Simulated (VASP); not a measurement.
Runs of VASP 6.6.1 on In3S2. The structure is that of space group P6/mmm (No. 191), or close to it. The cells are those of the table. 

```csv
task,cell,k mesh,cutoff (eV),gap on the mesh (eV),pressure (GPa),largest force (eV/Å)
single point,"a = 5.456, b = 5.456, c = 10.721 Å, angles 90.0, 90.0, 120.0°, 10 atoms",6 × 6 × 2,520,none,0.0,(a)
relaxation of cell and atoms,"relaxed from a = 5.919, b = 5.919, c = 8.415 Å, angles 90.0, 90.0, 120.0°, 10 atoms",3 × 3 × 2,600,none,0.0,0.03
single point,"a = 5.919, b = 5.919, c = 8.415 Å, angles 90.0, 90.0, 120.0°, 10 atoms",3 × 3 × 2,520,none,40.0,39.58
single point,"a = 5.431, b = 5.431, c = 10.832 Å, angles 90.0, 90.0, 120.0°, 10 atoms",3 × 3 × 2,520,none,(b),0.01
```

Alike in all rows: level PBE; potentials or basis VASP PAW PBE potentials, release 64 (In_d, S); no spin polarisation; smearing gaussian 0.1 eV.

Fill in the values left out.

(a) 0.02; (b) 0.1.

Caveats: some runs use coarse meshes; spin-orbit coupling is left out, which moves the levels of the heavy elements; forces of over 1 eV/Å act on the atoms, so gaps and moduli don't describe the material at rest (some runs).

A k mesh can miss the band edges, and the runs leave out spin-orbit coupling on In.

A gap of «none» marks levels without a gap at the run's occupations.
